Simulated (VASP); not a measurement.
Si3Au: single point with PBE

Crystal: Si3Au.

```
CELL_PARAMETERS angstrom
5.75719 0.00000 0.00000
-2.87859 4.98587 0.00000
0.00000 0.00000 4.54677
ATOMIC_POSITIONS crystal
Si 0.83791 0.67582 0.25000
Si 0.16209 0.83791 0.75000
Si 0.32418 0.16209 0.25000
Si 0.16209 0.32418 0.75000
Si 0.83791 0.16209 0.25000
Si 0.67582 0.83791 0.75000
Au 0.33333 0.66667 0.25000
Au 0.66667 0.33333 0.75000
```

```yaml
Program: VASP 6.6.1
Task: single point
Functional: PBE
Potentials_or_basis: VASP PAW PBE potentials, release 64 (Si, Au)
Cutoff: 520 eV
k_mesh: 6 × 6 × 8
Occupations: gaussian, width 0.1 eV
Spin: no spin polarisation
Dipole_correction: no
Further_INCAR_settings: ALGO = Normal; EDIFF = 1e-06; NBANDS = 33
```

* Pressure: -0.1 GPa
* Band gap on the k mesh: zero (bands 23 and 24 overlap by 4.34 eV)

Forces on the atoms (eV/Å):
```
Si   0.000 -0.002  0.000
Si   0.002 -0.001  0.000
Si   0.002  0.001  0.000
Si   0.000  0.002  0.000
Si  -0.002  0.001  0.000
Si  -0.002 -0.001  0.000
Au   0.000  0.000  0.000
Au   0.000  0.000  0.000
```

Levels at points of the mesh, in eV from the Fermi level:
```csv
k point,band 19,band 20,band 21,band 22,band 23,band 24,band 25,band 26,band 27,band 28
"(0.00, 0.00, 0.00)",-2.96,-0.73,-0.73,-0.50,-0.50,-0.23,-0.23,0.68,1.99,2.00
"(0.50, 0.00, 0.00)",-1.98,-1.65,-1.57,-1.25,-0.37,-0.24,-0.24,0.09,0.73,1.86
"(0.00, 0.00, 0.50)",-3.01,-3.01,-2.36,-2.36,-2.36,-2.36,3.08,3.08,3.78,3.78
"(0.50, 0.00, 0.50)",-1.19,-1.19,-0.66,-0.66,0.32,0.32,1.10,1.10,2.32,2.32
```

It took 2.2 min on 1 thread of AMD EPYC 9R45 96-Core Processor (Zen 5), on a shared host, peak memory 0.31 GiB.

Caveat: spin-orbit coupling is left out, which moves the levels of the heavy elements.
